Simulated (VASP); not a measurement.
# Co (P6_3/mmc) in VASP: a series of runs

The runs below take Co through single point, with PBE.

Program: VASP 6.6.1. These are calculated values, not measurements. Logs are shortened: lines on timing, memory, paths and dates and some standing lists are left out, and cuts for length are marked.

## Step 1: The cell of the first run

The structure is hexagonal, space group P6_3/mmc (No. 194). Conventional cell: a = 2.494 Å, b = 2.494 Å, c = 4.028 Å, α = 90.00°, β = 90.00°, γ = 120.00°. Within 3.3 Å of Co (site symmetry -6m2) lie 12 Co at 2.48 to 2.49 Å.

## Step 2: Single point, PBE, collinear spin, ferromagnetic start

INCAR

```
  ALGO = Normal
  EDIFF = 1E-6
  ENCUT = 520
  GGA = PE
  ISIF = 2
  ISMEAR = -1
  ISPIN = 2
  LASPH = T
  LCHARG = F
  LMAXMIX = 4
  LORBIT = 11
  LREAL = F
  LWAVE = F
  MAGMOM = 1.69 1.69
  NBANDS = 20
  NELM = 150
  PREC = Accurate
  SIGMA = 0.2
```

KPOINTS

```
k-points
0
Gamma
  14 14 8
```

POSCAR

```
Co
1.0
    2.4935221926      0.0000000000      0.0000000000
   -1.2467610963      2.1594535637      0.0000000000
    0.0000000000      0.0000000000      4.0277844638
Co
2
Direct
    0.3333333333      0.6666666667      0.2500000000
    0.6666666667      0.3333333333      0.7500000000
```

Potentials or basis: VASP PAW PBE potentials, release 64 (Co).

On the command line:

```sh
cat potpaw_PBE.64/Co/POTCAR > POTCAR
mpirun -np 1 vasp_std > vasp.out
```

OUTCAR:

```text
EDIFF = 1E-6
   ENCUT = 520
   GGA = PE
   ISIF = 2
   ISMEAR = -1
   ISPIN = 2
   LASPH = T
   LORBIT = 11
   LREAL = F
   NELM = 150
   PREC = Accurate

 ion  position               nearest neighbor table
   1  0.333  0.667  0.250-   2 2.48   2 2.48   2 2.48   2 2.48   2 2.48   2 2.48
   2  0.667  0.333  0.750-   1 2.48   1 2.48   1 2.48   1 2.48   1 2.48   1 2.48

  LATTYP: Found a hexagonal cell.
 ALAT       =     2.4935221926
 C/A-ratio  =     1.6152992244

  Lattice vectors:

 A1 = (   2.4935221926,   0.0000000000,   0.0000000000)
 A2 = (  -1.2467610963,   2.1594535637,   0.0000000000)
 A3 = (   0.0000000000,   0.0000000000,   4.0277844638)

Analysis of symmetry for initial positions (statically):
=====================================================================
 Subroutine PRICEL returns:
 Original cell was already a primitive cell.

 Routine SETGRP: Setting up the symmetry group for a
 hexagonal supercell.

 Subroutine GETGRP returns: Found 24 space group operations
 (whereof 12 operations were pure point group operations)
 out of a pool of 24 trial point group operations.

The static configuration has the point symmetry D_3d.
 The point group associated with its full space group is D_6h.

Analysis of symmetry for dynamics (positions and initial velocities):
=====================================================================
 Subroutine PRICEL returns:
 Original cell was already a primitive cell.

 Routine SETGRP: Setting up the symmetry group for a
 hexagonal supercell.

 Subroutine GETGRP returns: Found 24 space group operations
 (whereof 12 operations were pure point group operations)
 out of a pool of 24 trial point group operations.

The dynamic configuration has the point symmetry D_3d.
 The point group associated with its full space group is D_6h.

Analysis of structural, dynamic, and magnetic symmetry:
=====================================================================
 Subroutine PRICEL returns:
 Original cell was already a primitive cell.

 Routine SETGRP: Setting up the symmetry group for a
 hexagonal supercell.

 Subroutine GETGRP returns: Found 24 space group operations
 (whereof 12 operations were pure point group operations)
 out of a pool of 24 trial point group operations.

The overall configuration has the point symmetry D_3d.
 The point group associated with its full space group is D_6h.

 Subroutine INISYM returns: Found 24 space group operations
 (whereof 12 operations are pure point group operations),
 and found     1 'primitive' translations

[... 110 lines left out ...]
   EFERMI_NEDOS =   21; number of points for ismear=-14 and -15
   IALGO  =     38    algorithm
   IMIX   =      4    mixing-type and parameters
     AMIX     =   0.40;   BMIX     =  1.00
     AMIX_MAG =   1.60;   BMIX_MAG =  1.00
  volume/ion in A,a.u.               =      10.84        73.18
  Fermi-wavevector in a.u.,A,eV,Ry     =   1.538478  2.907301 32.203818  2.366914
  Thomas-Fermi vector in A             =   2.644841
   LORBIT       =     11    0 simple, 1 ext, 2 COOP (PROOUT), +10 PAW based schemes
   GGA     = PE    functional components
   LHFCALC =     F    Hartree Fock is set to
   AEXX    =    0.0000 exact exchange contribution
   IVDW    =     0    specifies the selected vdW correction
   LEPSILON=     F    determine dielectric tensor
   LRPA    =     F    only Hartree local field effects (RPA)
 spin polarized calculation
  energy-cutoff  :      520.00
  volume of cell :       21.69
 maximum number of plane-waves:       597
 NGX is ok and might be reduce to    20
   NGX =  9   NGY =  9   NGZ = 15

 number of electron      17.9999996 magnetization       3.0951735

 Free energy of the ion-electron system (eV)
  ---------------------------------------------------
  ext. energy  EPLUGINS =         0.00000000
  ---------------------------------------------------
  free energy    TOTEN  =       -14.20465333 eV

  energy without entropy =      -13.89103429  energy(sigma->0) =      -14.04784381

 E-fermi :  10.2803     XC(G=0): -13.4078

 val. band max:       10.2797191626   @ k =   0.4286  -0.0000   0.2500
 cond. band min:      10.2815204125   @ k =   0.2143  -0.0000   0.1250
 fundamental gap:      0.0018012499
 Fermi energy:        10.2803369495

 spin component 1

 k-point     1 :       0.0000    0.0000    0.0000
  band No.  band energies     occupation
      1       1.3463      1.00000
      2       5.1575      1.00000
      3       7.6990      1.00000
      4       7.7095      1.00000
      5       7.7095      1.00000
      6       8.0238      0.99999
[... 541 lines left out ...]
     19      27.0854      0.00000
     20      42.8816      0.00000

 [... further k-points ...]

 spin component 2

 k-point     1 :       0.0000    0.0000    0.0000
  band No.  band energies     occupation
      1       1.3530      1.00000
      2       6.0611      1.00000
      3       9.2547      0.99411
      4       9.2762      0.99344
      5       9.2762      0.99344
      6       9.6418      0.96056
[... 541 lines left out ...]
     19      27.4585      0.00000
     20      43.0669      0.00000

 [... further k-points ...]
[... 5 lines left out ...]
  --------------------------------------------------------------------------------------
  -------------------------------------------------------------------------------------
  Total       -0.0300441     -0.0300441      0.0936237      0.0000000      0.0000000      0.0000000
  in kB       -2.2194581     -2.2194581      6.9162910      0.0000000      0.0000000      0.0000000
  external PRESSURE =       0.8257916 kB  Pullay stress =       0.0000000 kB

 VOLUME and BASIS-vectors are now :
 -----------------------------------------------------------------------------
  energy-cutoff  :      520.00
  volume of cell :       21.69
      direct lattice vectors                 reciprocal lattice vectors
     2.493522193  0.000000000  0.000000000     0.401039142  0.231540056  0.000000000
    -1.246761096  2.159453564  0.000000000     0.000000000  0.463080113  0.000000000
     0.000000000  0.000000000  4.027784464     0.000000000  0.000000000  0.248275450

 POSITION                                       TOTAL-FORCE (eV/Angst)
 -----------------------------------------------------------------------------------
     -0.00000      1.43964      1.00695         0.000000     -0.000000      0.000000
      1.24676      0.71982      3.02084        -0.000000      0.000000      0.000000
 -----------------------------------------------------------------------------------
    total drift:                               -0.000000      0.000000     -0.000000

  FREE ENERGIE OF THE ION-ELECTRON SYSTEM (eV)
  ---------------------------------------------------
  free  energy   TOTEN  =       -14.2046533313 eV

  energy  without entropy=      -13.8910342929  energy(sigma->0) =      -14.04784381

 total charge

# of ion       s       p       d       tot
------------------------------------------
    1        0.489   0.521   7.264   8.274
    2        0.489   0.521   7.264   8.274
--------------------------------------------------
tot          0.978   1.043  14.528  16.549

 magnetization (x)

# of ion       s       p       d       tot
------------------------------------------
    1       -0.014  -0.049   1.627   1.565
    2       -0.014  -0.049   1.627   1.565
--------------------------------------------------
tot         -0.027  -0.098   3.254   3.129
```

OSZICAR:

```text
N       E                     dE             d eps       ncg     rms          rms(c)
DAV:   1     0.843957158425E+02    0.84396E+02   -0.78671E+03 10104   0.119E+03
DAV:   2    -0.117575769065E+02   -0.96153E+02   -0.86540E+02  9768   0.216E+02
DAV:   3    -0.163243710512E+02   -0.45668E+01   -0.43597E+01 10900   0.567E+01
DAV:   4    -0.163931980325E+02   -0.68827E-01   -0.68771E-01 11832   0.616E+00
DAV:   5    -0.163951001679E+02   -0.19021E-02   -0.19020E-02 11164   0.969E-01    0.148E+01
DAV:   6    -0.146508251673E+02    0.17443E+01   -0.74601E+00 10884   0.567E+01    0.711E+00
DAV:   7    -0.142313528944E+02    0.41947E+00   -0.12319E+00 11144   0.208E+01    0.348E+00
DAV:   8    -0.142160759218E+02    0.15277E-01   -0.18412E-02 12468   0.140E+00    0.186E+00
DAV:   9    -0.142049012803E+02    0.11175E-01   -0.39313E-03 13700   0.872E-01    0.534E-01
DAV:  10    -0.142045135369E+02    0.38774E-03   -0.38579E-04 12616   0.198E-01    0.286E-01
DAV:  11    -0.142046533259E+02   -0.13979E-03   -0.24045E-04 13896   0.265E-01    0.329E-02
DAV:  12    -0.142046531254E+02    0.20051E-06   -0.26055E-05 10208   0.405E-02    0.134E-02
DAV:  13    -0.142046533313E+02   -0.20596E-06   -0.11679E-06  9164   0.108E-02
   1 F= -.14204653E+02 E0= -.14047844E+02  d E =-.313619E+00  mag=     3.0939
```

stdout:

```text
POSCAR found type information on POSCAR Co
 POSCAR found :  1 types and       2 ions
 scaLAPACK will be used
 LDA part: xc-table for (Slater+PW92), standard interpolation
 POSCAR, INCAR and KPOINTS ok, starting setup
 FFT: planning ... GRIDC
 FFT: planning ... GRID_SOFT
 FFT: planning ... GRID
 WAVECAR not read
 entering main loop
```

Run time: 40 s. Hardware: 1 thread of Intel Xeon 6975P-C (Granite Rapids), shared host; peak memory 0.19 GiB.

Results:

- Free energy: -14.2047 eV
- Pressure: 0.1 GPa
- Net moment: 3.10 μB per cell
- Site moments: Co +1.56 μB
- Valence electrons inside the program's atomic spheres: Co 8.27

Stress tensor (GPa, compression positive):
```
-0.22  0.00  0.00
 0.00 -0.22  0.00
 0.00  0.00  0.69
```

Levels at points of the mesh, in eV from the Fermi level:
Spin up:
```
           k point  band 7  band 8  band 9  band 10  band 11  band 12  band 13  band 14  band 15  band 16
(0.00, 0.00, 0.00)   -2.26   -1.92   -1.92    -0.81    -0.81    -0.09     6.38    21.93    24.51    24.51
(0.50, 0.00, 0.00)   -2.16   -0.68   -0.58    -0.53     1.31     3.31     9.69    10.33    12.74    13.97
(0.00, 0.00, 0.50)   -2.64   -2.64   -1.12    -1.12    -1.12    -1.12    15.05    15.05    22.66    22.66
(0.50, 0.00, 0.50)   -1.04   -1.04   -0.59    -0.59     1.59     1.59     7.26     7.26    18.32    18.32
```
Spin down:
```
           k point  band 5  band 6  band 7  band 8  band 9  band 10
(0.00, 0.00, 0.00)   -1.00   -0.64   -0.64   -0.22   -0.22    -0.14
(0.50, 0.00, 0.00)   -1.16   -1.06   -0.66    1.12    1.26     1.29
(0.00, 0.00, 0.50)   -1.07   -1.07   -1.07   -1.07    0.66     0.66
(0.50, 0.00, 0.50)   -0.11   -0.11    0.21    0.21    1.22     1.22
```

## Step 3: Single point, PBE

This run uses another cell than the first one, of 10.37 Å³/atom, 0.956 times its volume.

INCAR

```
SYSTEM = Co
  ALGO = Normal
  EDIFF = 1E-6
  ENCUT = 600
  GGA = PE
  GGA_COMPAT = .False.
  ISIF = 2
  ISMEAR = -1
  LASPH = .True.
  LCHARG = .False.
  LREAL = .False.
  LWAVE = .False.
  NBANDS = 16
  NELM = 120
  PREC = Accurate
  SIGMA = 0.01
```

KPOINTS

```
k-points
0
Gamma
  15 15 8
  0 0 0
```

POSCAR

```
Co
1.0
    2.4583936733      0.0000000000      0.0000000000
   -1.2291968366      2.1290313736      0.0000000000
    0.0000000000      0.0000000000      3.9606917934
Co
2
Direct
    0.3333333333      0.6666666667      0.2500000000
    0.6666666667      0.3333333333      0.7500000000
```

Potentials or basis: VASP PAW PBE potentials, release 64 (Co).

On the command line:

```sh
cat potpaw_PBE.64/Co/POTCAR > POTCAR
mpirun -np 1 vasp_std > vasp.out
```

OUTCAR:

```text
SYSTEM = Co
   EDIFF = 1E-6
   ENCUT = 600
   GGA = PE
   ISIF = 2
   ISMEAR = -1
   LASPH = .True.
   LREAL = .False.
   NELM = 120
   PREC = Accurate

 ion  position               nearest neighbor table
   1  0.333  0.667  0.250-   2 2.44   2 2.44   2 2.44   2 2.44   2 2.44   2 2.44
   2  0.667  0.333  0.750-   1 2.44   1 2.44   1 2.44   1 2.44   1 2.44   1 2.44

  LATTYP: Found a hexagonal cell.
 ALAT       =     2.4583936733
 C/A-ratio  =     1.6110893208

  Lattice vectors:

 A1 = (   2.4583936733,   0.0000000000,   0.0000000000)
 A2 = (  -1.2291968366,   2.1290313736,   0.0000000000)
 A3 = (   0.0000000000,   0.0000000000,   3.9606917934)

Analysis of symmetry for initial positions (statically):
=====================================================================
 Subroutine PRICEL returns:
 Original cell was already a primitive cell.

 Routine SETGRP: Setting up the symmetry group for a
 hexagonal supercell.

 Subroutine GETGRP returns: Found 24 space group operations
 (whereof 12 operations were pure point group operations)
 out of a pool of 24 trial point group operations.

The static configuration has the point symmetry D_3d.
 The point group associated with its full space group is D_6h.

Analysis of symmetry for dynamics (positions and initial velocities):
=====================================================================
 Subroutine PRICEL returns:
 Original cell was already a primitive cell.

 Routine SETGRP: Setting up the symmetry group for a
 hexagonal supercell.

 Subroutine GETGRP returns: Found 24 space group operations
 (whereof 12 operations were pure point group operations)
 out of a pool of 24 trial point group operations.

The dynamic configuration has the point symmetry D_3d.
 The point group associated with its full space group is D_6h.

 Subroutine INISYM returns: Found 24 space group operations
[... 107 lines left out ...]
   PSTRESS=    0.0 pullay stress
   NELECT =      18.0000    total number of electrons
   NUPDOWN=      -1.0000    fix difference up-down
   EMIN   =  10.00;   EMAX   =-10.00  energy-range for DOS
   EFERMI =   0.00;   METHOD = LEGACY
   ISMEAR =    -1;   SIGMA  =   0.01  broadening in eV -4-tet -1-fermi 0-gaus
   EFERMI_NEDOS =   21; number of points for ismear=-14 and -15
   IALGO  =     38    algorithm
   IMIX   =      4    mixing-type and parameters
     AMIX     =   0.40;   BMIX     =  1.00
     AMIX_MAG =   1.60;   BMIX_MAG =  1.00
  volume/ion in A,a.u.               =      10.37        69.95
  Fermi-wavevector in a.u.,A,eV,Ry     =   1.561819  2.951411 33.188418  2.439280
  Thomas-Fermi vector in A             =   2.664829
   LORBIT       =      0    0 simple, 1 ext, 2 COOP (PROOUT), +10 PAW based schemes
   GGA     = PE    functional components
   LHFCALC =     F    Hartree Fock is set to
   AEXX    =    0.0000 exact exchange contribution
   IVDW    =     0    specifies the selected vdW correction
   LEPSILON=     F    determine dielectric tensor
   LRPA    =     F    only Hartree local field effects (RPA)
 non-spin polarized calculation
  energy-cutoff  :      600.00
  volume of cell :       20.73
 maximum number of plane-waves:       708
 NGX is ok and might be reduce to    20
   NGX =  9   NGY =  9   NGZ = 15

 number of electron      18.0000001 magnetization

 Free energy of the ion-electron system (eV)
  ---------------------------------------------------
  ext. energy  EPLUGINS =         0.00000000
  ---------------------------------------------------
  free energy    TOTEN  =       -13.63947312 eV

  energy without entropy =      -13.63752463  energy(sigma->0) =      -13.63849888

 E-fermi :  10.8607     XC(G=0): -13.6928

 val. band max:       10.8538550748   @ k =   0.3333   0.3333   0.1250
 cond. band min:      10.8613791120   @ k =   0.2000   0.0667   0.3750
 fundamental gap:      0.0075240372
 Fermi energy:        10.8606854979

 k-point     1 :       0.0000    0.0000    0.0000
  band No.  band energies     occupation
      1       1.7293      2.00000
      2       5.9838      2.00000
      3       8.9462      2.00000
      4       8.9767      2.00000
      5       8.9767      2.00000
      6       9.3412      2.00000
[... 433 lines left out ...]
      3       7.0082      2.00000
      4       7.9491      2.00000
      5       8.5954      2.00000
      6       8.8313      2.00000
[... 8 lines left out ...]
     15      22.8598      0.00000
     16      24.8158      0.00000

 [... further k-points ...]
[... 5 lines left out ...]
  --------------------------------------------------------------------------------------
  -------------------------------------------------------------------------------------
  Total       -0.2358832     -0.2358832     -0.2495909     -0.0000000      0.0000000      0.0000000
  in kB      -18.2306905    -18.2306905    -19.2901151     -0.0000000      0.0000000      0.0000000
  external PRESSURE =     -18.5838321 kB  Pullay stress =       0.0000000 kB

 VOLUME and BASIS-vectors are now :
 -----------------------------------------------------------------------------
  energy-cutoff  :      600.00
  volume of cell :       20.73
      direct lattice vectors                 reciprocal lattice vectors
     2.458393673  0.000000000  0.000000000     0.406769677  0.234848582  0.000000000
    -1.229196837  2.129031374  0.000000000     0.000000000  0.469697165  0.000000000
     0.000000000  0.000000000  3.960691793     0.000000000  0.000000000  0.252481145

 POSITION                                       TOTAL-FORCE (eV/Angst)
 -----------------------------------------------------------------------------------
     -0.00000      1.41935      0.99017         0.000000     -0.000000      0.000000
      1.22920      0.70968      2.97052        -0.000000      0.000000      0.000000
 -----------------------------------------------------------------------------------
    total drift:                               -0.000000     -0.000000     -0.000000

  FREE ENERGIE OF THE ION-ELECTRON SYSTEM (eV)
  ---------------------------------------------------
  free  energy   TOTEN  =       -13.6394731240 eV

  energy  without entropy=      -13.6375246345  energy(sigma->0) =      -13.63849888
```

Run time: 36 s. Hardware: 1 thread of AMD EPYC 9R45 (Zen 5), shared host; peak memory 0.13 GiB.

What came out:

| Property | Result |
| --- | --- |
| Free energy | -13.6395 eV |
| Pressure | -1.9 GPa |
| Band gap on the k mesh | zero (band 9 reaches 11.21 eV, above the bottom of band 10 at 9.66 eV) |

Caveat: the run has no spin polarisation, though such a crystal can be magnetic. Spin polarisation is off, so any magnetic state and its effect on volume and gap are missing.

[end of part 1 of 2]
